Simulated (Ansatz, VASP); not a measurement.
Ba2As in VASP and in Ansatz

```
CELL_PARAMETERS angstrom
-2.57679 2.57679 8.71989
2.57679 -2.57679 8.71989
2.57679 2.57679 -8.71989
ATOMIC_POSITIONS crystal
Ba 0.50000 0.00000 0.50000
Ba 0.00000 0.50000 0.50000
Ba 0.32500 0.32500 0.00000
Ba 0.67500 0.67500 0.00000
As 0.13600 0.13600 0.00000
As 0.86400 0.86400 0.00000
```

Alike in both runs: task single point; functional LDA; k mesh 9 × 9 × 9; occupations fermi-dirac, width 0.0231 eV; no spin polarisation.

|  | VASP | Ansatz |
| --- | --- | --- |
| version | VASP 6.6.1 | Ansatz 0.2.0 |
| potentials or method | VASP PAW LDA potentials, release 64 (Ba_sv, As), cutoff 520 eV | PAW plane waves |
| valence electrons in the cell | 50 | 70 |

|  | VASP | Ansatz | Ansatz less VASP |
| --- | --- | --- | --- |
| pressure (GPa) | -2.1 | -2.5 | -0.48 |
| traceless stress, the component that is largest in VASP (GPa) | 1.13 | 1.06 | -0.073 |
| rms of the force components (eV/Å) | 0.219 | 0.221 | +0.0020 |

LDA's correlation is that of Perdew and Zunger in VASP and of Perdew and Wang (1992) in Ansatz. Atom by atom the forces differ by 0.009 eV/Å (rms over components). VASP's potentials hold 50 valence electrons a cell and Ansatz's 70, so a difference there can come from the potentials and not from the codes.

Neither program's run includes spin-orbit coupling.
